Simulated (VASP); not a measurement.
# Mg (Fd-3m) in VASP: further runs

Runs on Mg. Level: BLYP. Tasks: single point.

Program: VASP 6.6.1. These are calculated values, not measurements. Logs are shortened: lines on timing, memory, paths and dates and some standing lists are left out, and cuts for length are marked.

**1. The cell of the first run**

It takes space group Fd-3m (No. 227, cubic). Conventional cell: a = 6.838 Å, b = 6.838 Å, c = 6.838 Å, α = 90.00°, β = 90.00°, γ = 90.00°. Mg (site symmetry -43m) has 4 Mg at 2.96 Å within 3.9 Å.

This isn't the form of Mg at room conditions, which is hcp.

**2. Single point, BLYP (39.96 Å³/atom)**

Contents of INCAR:

```
SYSTEM = Mg
  PREC = Accurate
  ENCUT = 520
  EDIFF = 1E-6
  ISMEAR = -1
  SIGMA = 0.1
  LREAL = .False.
  LASPH = .True.
  NELM = 60
  ALGO = Normal
  ISIF = 2
  LWAVE = .False.
  LCHARG = .False.
  GGA = B5
  ALDAX = 1.0
  AGGAX = 1.0
  AGGAC = 1.0
  ALDAC = 0.0
  NBANDS = 9
```

Contents of KPOINTS:

```
regular mesh
0
Gamma
  9 9 9
  0 0 0
```

Contents of POSCAR:

```
Mg
1.0
    0.0000000000      3.4187713089      3.4187713089
    3.4187713089      0.0000000000      3.4187713089
    3.4187713089      3.4187713089      0.0000000000
Mg
2
Direct
    0.1250000000      0.1250000000      0.1250000000
    0.8750000000      0.8750000000      0.8750000000
```

Potentials or basis: VASP PAW PBE potentials, release 64 (Mg).

On the command line:

```console
cat potpaw_PBE.64/Mg/POTCAR > POTCAR
mpirun -np 1 vasp_std > vasp.out
```

OUTCAR:

```text
SYSTEM = Mg
   PREC = Accurate
   ENCUT = 520
   EDIFF = 1E-6
   ISMEAR = -1
   LREAL = .False.
   LASPH = .True.
   NELM = 60
   ISIF = 2
   GGA = B5

 ion  position               nearest neighbor table
   1  0.125  0.125  0.125-   2 2.96   2 2.96   2 2.96   2 2.96
   2  0.875  0.875  0.875-   1 2.96   1 2.96   1 2.96   1 2.96

  LATTYP: Found a face centered cubic cell.
 ALAT       =     6.8375426178

  Lattice vectors:

 A1 = (   0.0000000000,   3.4187713089,   3.4187713089)
 A2 = (   3.4187713089,   0.0000000000,   3.4187713089)
 A3 = (   3.4187713089,   3.4187713089,   0.0000000000)

Analysis of symmetry for initial positions (statically):
=====================================================================
 Subroutine PRICEL returns:
 Original cell was already a primitive cell.

 Routine SETGRP: Setting up the symmetry group for a
 face centered cubic supercell.

 Subroutine GETGRP returns: Found 48 space group operations
 (whereof 12 operations were pure point group operations)
 out of a pool of 48 trial point group operations.

The static configuration has the point symmetry D_3d.
 The point group associated with its full space group is O_h .

Analysis of symmetry for dynamics (positions and initial velocities):
=====================================================================
 Subroutine PRICEL returns:
 Original cell was already a primitive cell.

 Routine SETGRP: Setting up the symmetry group for a
 face centered cubic supercell.

 Subroutine GETGRP returns: Found 48 space group operations
 (whereof 12 operations were pure point group operations)
 out of a pool of 48 trial point group operations.

The dynamic configuration has the point symmetry D_3d.
 The point group associated with its full space group is O_h .

 Subroutine INISYM returns: Found 48 space group operations
 (whereof 12 operations are pure point group operations),
 and found     1 'primitive' translations

----------------------------------------------------------------------------------------

                                     Primitive cell

  volume of cell :      79.9172

  direct lattice vectors                    reciprocal lattice vectors
     0.000000000  3.418771309  3.418771309    -0.146251374  0.146251374  0.146251374
     3.418771309  0.000000000  3.418771309     0.146251374 -0.146251374  0.146251374
     3.418771309  3.418771309  0.000000000     0.146251374  0.146251374 -0.146251374

  length of vectors
     4.834872752  4.834872752  4.834872752     0.253314810  0.253314810  0.253314810

  position of ions in fractional coordinates (direct lattice)
     0.125000000  0.125000000  0.125000000
     0.875000000  0.875000000  0.875000000

  ion indices of the primitive-cell ions
   primitive index   ion index
                 1           1
                 2           2

----------------------------------------------------------------------------------------

 KPOINTS: regular mesh

Automatic generation of k-mesh.
 Grid dimensions read from file:
 generate k-points for:    9    9    9

 Generating k-lattice:

  Cartesian coordinates                     Fractional coordinates (reciprocal lattice)
    -0.016250153  0.016250153  0.016250153     0.111111111  0.000000000  0.000000000
     0.016250153 -0.016250153  0.016250153     0.000000000  0.111111111  0.000000000
     0.016250153  0.016250153 -0.016250153     0.000000000  0.000000000  0.111111111

  Length of vectors
     0.028146090  0.028146090  0.028146090

  Shift w.r.t. Gamma in fractional coordinates (k-lattice)
     0.000000000  0.000000000  0.000000000

 Subroutine IBZKPT returns following result:
 ===========================================

 Found     35 irreducible k-points:

 Following reciprocal coordinates:
            Coordinates               Weight
  0.000000  0.000000  0.000000      1.000000
  0.111111  0.000000  0.000000      8.000000
  0.222222  0.000000  0.000000      8.000000
  0.333333  0.000000  0.000000      8.000000
  0.444444  0.000000  0.000000      8.000000
  0.111111  0.111111  0.000000      6.000000
[... 16 lines left out ...]
 -0.333333  0.333333  0.000000     12.000000
  0.444444  0.444444  0.000000      6.000000
 [... further k-points ...]
   k-points           NKPTS =     35   k-points in BZ     NKDIM =     35   number of bands    NBANDS=      9
   number of dos      NEDOS =    301   number of ions     NIONS =      2
   total plane-waves  NPLWV =  46656
   dimension x,y,z NGX =    36 NGY =   36 NGZ =   36
   dimension x,y,z NGXF=    72 NGYF=   72 NGZF=   72
   ions per type =               2
   NGX,Y,Z   is equivalent  to a cutoff of  12.38, 12.38, 12.38 a.u.
   NGXF,Y,Z  is equivalent  to a cutoff of  24.76, 24.76, 24.76 a.u.
 SYSTEM =  Mg
   PREC   = accura    normal or accurate (medium, high low for compatibility)
   ISTART =      0    job   : 0-new  1-cont  2-samecut
   ICHARG =      2    charge: 1-file 2-atom 10-const
   ISPIN  =      1    spin polarized calculation?
   LNONCOLLINEAR =      F non collinear calculations
   LSORBIT =      F    spin-orbit coupling
   LASPH  =      T    aspherical Exc in radial PAW
   ENCUT  =  520.0 eV  38.22 Ry    6.18 a.u.   8.99  8.99  8.99*2*pi/ulx,y,z
   NELM   =     60;   NELMIN=  2; NELMDL= -5     # of ELM steps
   EDIFF  = 0.1E-05   stopping-criterion for ELM
   LREAL  =      F    real-space projection
   EDIFFG = 0.1E-04   stopping-criterion for IOM
   NSW    =      0    number of steps for IOM
   IBRION =     -1    ionic relax: 0-MD 1-quasi-New 2-CG
   NFREE  =      0    steps in history (QN), initial steepest desc. (CG)
   ISIF   =      2    stress and relaxation
   ISYM   =      2    0-nonsym 1-usesym 2-fastsym
   POTIM  = 0.5000    time-step for ionic-motion
   TEBEG  =    0.0;   TEEND  =   0.0 temperature during run
   PSTRESS=    0.0 pullay stress
   NELECT =       4.0000    total number of electrons
   NUPDOWN=      -1.0000    fix difference up-down
   EMIN   =  10.00;   EMAX   =-10.00  energy-range for DOS
   EFERMI =   0.00;   METHOD = LEGACY
   ISMEAR =    -1;   SIGMA  =   0.10  broadening in eV -4-tet -1-fermi 0-gaus
   EFERMI_NEDOS =   21; number of points for ismear=-14 and -15
   IALGO  =     38    algorithm
   IMIX   =      4    mixing-type and parameters
     AMIX     =   0.40;   BMIX     =  1.00
     AMIX_MAG =   1.60;   BMIX_MAG =  1.00
  volume/ion in A,a.u.               =      39.96       269.65
  Fermi-wavevector in a.u.,A,eV,Ry     =   0.603321  1.140111  4.952462  0.363996
  Thomas-Fermi vector in A             =   1.656258
   LORBIT       =      0    0 simple, 1 ext, 2 COOP (PROOUT), +10 PAW based schemes
   GGA     = B5    functional components
   LHFCALC =     F    Hartree Fock is set to
   AEXX    =    0.0000 exact exchange contribution
   IVDW    =     0    specifies the selected vdW correction
   LEPSILON=     F    determine dielectric tensor
   LRPA    =     F    only Hartree local field effects (RPA)
 non-spin polarized calculation
  energy-cutoff  :      520.00
  volume of cell :       79.92
 maximum number of plane-waves:      2171
   NGX = 17   NGY = 17   NGZ = 17

 number of electron       4.0000000 magnetization

 Free energy of the ion-electron system (eV)
  ---------------------------------------------------
  ext. energy  EPLUGINS =         0.00000000
  ---------------------------------------------------
  free energy    TOTEN  =        -0.56300596 eV

  energy without entropy =       -0.52041457  energy(sigma->0) =       -0.54171027

 E-fermi :   0.6323     XC(G=0):  -6.0917

 val. band max:        0.5836917783   @ k =  -0.2222   0.3333   0.1111
 cond. band min:       0.7935796839   @ k =  -0.4444   0.3333   0.1111
 fundamental gap:      0.2098879056
 Fermi energy:         0.6323489547

 k-point     1 :       0.0000    0.0000    0.0000
  band No.  band energies     occupation
      1      -4.3860      2.00000
      2       3.6990      0.00000
      3       3.6990      0.00000
      4       3.6990      0.00000
      5       4.8678      0.00000
      6       4.8678      0.00000
      7       4.8678      0.00000
      8       6.2028      0.00000
      9       7.7201      0.00000

 k-point     2 :       0.1111    0.0000    0.0000
  band No.  band energies     occupation
      1      -4.2760      2.00000
      2       2.7022      0.00000
      3       3.4945      0.00000
      4       3.4945      0.00000
      5       4.9865      0.00000
      6       5.1538      0.00000
      7       5.1538      0.00000
      8       6.8270      0.00000
      9       7.4193      0.00000

 k-point     3 :       0.2222    0.0000    0.0000
  band No.  band energies     occupation
      1      -3.9508      2.00000
      2       1.2527      0.00404
      3       3.1855      0.00000
      4       3.1855      0.00000
      5       4.7594      0.00000
      6       5.4535      0.00000
      7       5.4535      0.00000
      8       7.2796      0.00000
      9       7.2796      0.00000

 k-point     4 :       0.3333    0.0000    0.0000
  band No.  band energies     occupation
      1      -3.4338      2.00000
      2      -0.0726      1.99827
      3       2.9662      0.00000
      4       2.9662      0.00000
      5       4.5327      0.00000
      6       5.2922      0.00000
      7       5.2922      0.00000
      8       7.6709      0.00000
      9       8.0427      0.00000
[... 205 lines left out ...]
 k-point    22 :      -0.4444    0.3333    0.0000
  band No.  band energies     occupation
      1      -1.9818      2.00000
      2      -0.9509      2.00000
      3       0.5167      1.52156
      4       1.8370      0.00001
      5       3.5529      0.00000
      6       5.3759      0.00000
      7       7.8517      0.00000
      8       8.2617      0.00000
      9       9.1744      0.00000

 k-point    23 :      -0.3333    0.3333    0.0000
  band No.  band energies     occupation
      1      -2.0838      2.00000
      2      -0.8416      2.00000
      3       0.2409      1.96087
      4       2.1014      0.00000
      5       3.8469      0.00000
      6       6.7838      0.00000
      7       7.4719      0.00000
      8       7.7512      0.00000
      9       8.0540      0.00000

 k-point    24 :       0.4444    0.4444    0.0000
  band No.  band energies     occupation
      1      -2.1064      2.00000
      2      -0.9113      2.00000
      3       1.5922      0.00014
      4       1.5922      0.00014
      5       3.1841      0.00000
      6       3.3645      0.00000
      7       9.5923      0.00000
      8       9.5923      0.00000
      9      10.2552      0.00000

 [... further k-points ...]
[... 5 lines left out ...]
  --------------------------------------------------------------------------------------
  -------------------------------------------------------------------------------------
  Total        0.5965121      0.5965121      0.5965121      0.0000000      0.0000000     -0.0000000
  in kB       11.9588576     11.9588576     11.9588576      0.0000000      0.0000000     -0.0000000
  external PRESSURE =      11.9588576 kB  Pullay stress =       0.0000000 kB

 VOLUME and BASIS-vectors are now :
 -----------------------------------------------------------------------------
  energy-cutoff  :      520.00
  volume of cell :       79.92
      direct lattice vectors                 reciprocal lattice vectors
     0.000000000  3.418771309  3.418771309    -0.146251374  0.146251374  0.146251374
     3.418771309  0.000000000  3.418771309     0.146251374 -0.146251374  0.146251374
     3.418771309  3.418771309  0.000000000     0.146251374  0.146251374 -0.146251374

 POSITION                                       TOTAL-FORCE (eV/Angst)
 -----------------------------------------------------------------------------------
      0.85469      0.85469      0.85469         0.000000      0.000000     -0.000000
      5.98285      5.98285      5.98285        -0.000000     -0.000000      0.000000
 -----------------------------------------------------------------------------------
    total drift:                               -0.000000      0.000000      0.000000

  FREE ENERGIE OF THE ION-ELECTRON SYSTEM (eV)
  ---------------------------------------------------
  free  energy   TOTEN  =        -0.5630059625 eV

  energy  without entropy=       -0.5204145685  energy(sigma->0) =       -0.54171027
```

Wall time 34 s (1 thread of Intel Xeon 8259CL, shared host); peak memory 0.2 GiB.

What came out:

| Property | Result |
| --- | --- |
| Free energy | -0.5630 eV |
| Pressure | 1.2 GPa |
| Band gap on the k mesh | zero (bands 2 and 3 overlap by 3.46 eV) |

Caveat: the PAW data sets were made with another functional, which shifts forces and pressure a little.

**3. Single point, BLYP (41.77 Å³/atom)**

This run uses another cell than the first one, of 41.77 Å³/atom.

Contents of INCAR:

```
AGGAC = 1.0 ; AGGAX = 1.0
ALDAC = 0.0 ; ALDAX = 1.0
ALGO = Normal ; EDIFF = 1E-6
ENCUT = 520 ; GGA = B5
ISIF = 2 ; ISMEAR = -1
LASPH = True ; LCHARG = True
LELF = True ; LREAL = False
LVHAR = True ; LWAVE = False
NBANDS = 9 ; NELM = 100
PREC = Accurate ; SIGMA = 0.1
```

Contents of KPOINTS:

```
k-points
0
Gamma
  9 9 9
```

Contents of POSCAR:

```
Mg
1.0
    0.0000000000      3.4698052703      3.4698052703
    3.4698052703      0.0000000000      3.4698052703
    3.4698052703      3.4698052703      0.0000000000
Mg
2
Direct
    0.1250000000      0.1250000000      0.1250000000
    0.8750000000      0.8750000000      0.8750000000
```

Potentials or basis: VASP PAW PBE potentials, release 64 (Mg).

On the command line:

```console
cat potpaw_PBE.64/Mg/POTCAR > POTCAR
mpirun -np 1 vasp_std > vasp.out
```

OUTCAR:

```text
EDIFF = 1E-6
   ENCUT = 520
   GGA = B5
   ISIF = 2
   ISMEAR = -1
   LASPH = True
   LREAL = False
   NELM = 100
   PREC = Accurate

 ion  position               nearest neighbor table
   1  0.125  0.125  0.125-   2 3.00   2 3.00   2 3.00   2 3.00
   2  0.875  0.875  0.875-   1 3.00   1 3.00   1 3.00   1 3.00

  LATTYP: Found a face centered cubic cell.
 ALAT       =     6.9396105406

  Lattice vectors:

 A1 = (   0.0000000000,   3.4698052703,   3.4698052703)
[... 464 lines left out ...]
      2      -1.0535      2.00000
      3       1.4362      0.00019
      4       1.4362      0.00019
      5       3.0206      0.00000
      6       3.2070      0.00000
      7       9.2132      0.00000
      8       9.2132      0.00000
      9       9.9280      0.00000

 [... further k-points ...]
[... 5 lines left out ...]
  --------------------------------------------------------------------------------------
  -------------------------------------------------------------------------------------
  Total        0.3652190      0.3652190      0.3652190      0.0000000     -0.0000000      0.0000000
  in kB        7.0035566      7.0035566      7.0035566      0.0000000     -0.0000000      0.0000000
  external PRESSURE =       7.0035566 kB  Pullay stress =       0.0000000 kB

 VOLUME and BASIS-vectors are now :
 -----------------------------------------------------------------------------
  energy-cutoff  :      520.00
  volume of cell :       83.55
      direct lattice vectors                 reciprocal lattice vectors
     0.000000000  3.469805270  3.469805270    -0.144100306  0.144100306  0.144100306
     3.469805270  0.000000000  3.469805270     0.144100306 -0.144100306  0.144100306
     3.469805270  3.469805270  0.000000000     0.144100306  0.144100306 -0.144100306

 POSITION                                       TOTAL-FORCE (eV/Angst)
 -----------------------------------------------------------------------------------
      0.86745      0.86745      0.86745         0.000000      0.000000      0.000000
      6.07216      6.07216      6.07216        -0.000000     -0.000000     -0.000000
 -----------------------------------------------------------------------------------
    total drift:                                0.000000      0.000000      0.000000

  FREE ENERGIE OF THE ION-ELECTRON SYSTEM (eV)
  ---------------------------------------------------
  free  energy   TOTEN  =        -0.5844390732 eV

  energy  without entropy=       -0.5390867760  energy(sigma->0) =       -0.56176292
```

OSZICAR:

```text
N       E                     dE             d eps       ncg     rms          rms(c)
DAV:   1     0.181498782605E+01    0.18150E+01   -0.11620E+03   630   0.302E+02
DAV:   2    -0.506852043363E+00   -0.23218E+01   -0.22478E+01   808   0.216E+01
DAV:   3    -0.560774671203E+00   -0.53923E-01   -0.53722E-01   849   0.315E+00
DAV:   4    -0.561137843531E+00   -0.36317E-03   -0.36313E-03   823   0.251E-01
DAV:   5    -0.561141255750E+00   -0.34122E-05   -0.34122E-05   834   0.236E-02    0.461E-01
DAV:   6    -0.573109209543E+00   -0.11968E-01   -0.49856E-03   760   0.311E-01    0.312E-01
DAV:   7    -0.584438784679E+00   -0.11330E-01   -0.20785E-02   755   0.637E-01    0.310E-02
DAV:   8    -0.584435571655E+00    0.32130E-05   -0.17784E-04   734   0.568E-02    0.665E-03
DAV:   9    -0.584438607447E+00   -0.30358E-05   -0.11386E-05   802   0.169E-02    0.239E-03
DAV:  10    -0.584439073182E+00   -0.46574E-06   -0.17861E-06   737   0.579E-03
   1 F= -.58443907E+00 E0= -.56176292E+00  d E =-.453523E-01
```

It took 37 s on 1 thread of Intel Xeon 8259CL, shared host; peak memory 0.2 GiB.

Results:

- Free energy: -0.5844 eV
- Pressure: 0.7 GPa
- Band gap on the k mesh: zero (bands 2 and 3 overlap by 3.31 eV)

Levels at points of the mesh, in eV from the Fermi level:
```
           k point  band 1  band 2  band 3  band 4  band 5
(0.00, 0.00, 0.00)   -4.91    2.95    2.95    2.95    4.13
```

Caveat: the PAW data sets were made with another functional, which shifts forces and pressure a little.

(Part 1 of 2 ends here.)

The gap in the log of VASP goes by the Fermi energy; the results here count the filled bands.